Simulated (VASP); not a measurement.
Here is a VASP 6.6.1 calculation.

Contents of POSCAR:

```
SiGe3
1.0
    1.9433907539      1.1220171749      6.3351720181
   -1.9433907539      1.1220171749      6.3351720181
    0.0000000000     -2.2440343498      6.3351720182
Si Ge
1 3
Direct
    1.0000856422      0.0000856422      0.0000856422
    0.5000462098      0.5000462098      0.5000462098
    0.3734068851      0.3734068851      0.3734068851
    0.8764612630      0.8764612630      0.8764612630
```

INCAR.step1

```
PREC     = Accurate       # precision mode
ENCUT    = 520            # plane-wave cutoff, eV
ISMEAR   = 0              # smearing method
SIGMA    = 0.01           # smearing width, eV
LREAL    = False          # projectors in reciprocal space
LASPH    = True           # aspherical terms in the spheres
NELM     = 80             # most SCF steps
NBANDS   = 31             # bands
GGA      = PE             # functional
ALGO     = Normal         # electronic algorithm
EDIFF    = 1E-4           # SCF threshold, eV
LWAVE    = True           # write WAVECAR
LCHARG   = False          # write CHGCAR
```

The input INCAR.step2:

```
PREC     = Accurate       # precision mode
ENCUT    = 520            # plane-wave cutoff, eV
EDIFF    = 1E-7           # SCF threshold, eV
ISMEAR   = 0              # smearing method
SIGMA    = 0.01           # smearing width, eV
LREAL    = False          # projectors in reciprocal space
LASPH    = True           # aspherical terms in the spheres
NELM     = 80             # most SCF steps
ALGO     = Normal         # electronic algorithm
ISIF     = 2              # what is computed and relaxed
LWAVE    = False          # write WAVECAR
LCHARG   = False          # write CHGCAR
METAGGA  = R2SCAN         # meta-GGA
LMIXTAU  = True         
NBANDS   = 31             # bands
ISTART   = 1
```

The input KPOINTS:

```
regular mesh
0
Gamma
  6 6 6
```

Potentials or basis: VASP PAW PBE potentials, release 64 (Si, Ge_d).

The run is started by

```sh
$ cat potpaw_PBE.64/Si/POTCAR potpaw_PBE.64/Ge_d/POTCAR > POTCAR
$ cp INCAR.step1 INCAR
$ mpirun -np 1 vasp_std > vasp.out
$ cp INCAR.step2 INCAR
$ mpirun -np 1 vasp_std > vasp.out
```

Question: Estimate the band gap on the k mesh.

Answer: 0.69 eV (least direct gap 0.93 eV).

Question: Predict the largest force.

Answer: 0.035 eV/Å.

Question: Predict the pressure.

Answer: 5.6 GPa.

Forces on the atoms (eV/Å):
```
Si   0.000  0.000  0.033
Ge   0.000  0.000 -0.035
Ge   0.000  0.000 -0.012
Ge   0.000  0.000  0.014
```

Caveat: the cell stands under pressure; the PAW data sets were made with another functional, which shifts forces and pressure a little. A k mesh can miss the band edges.
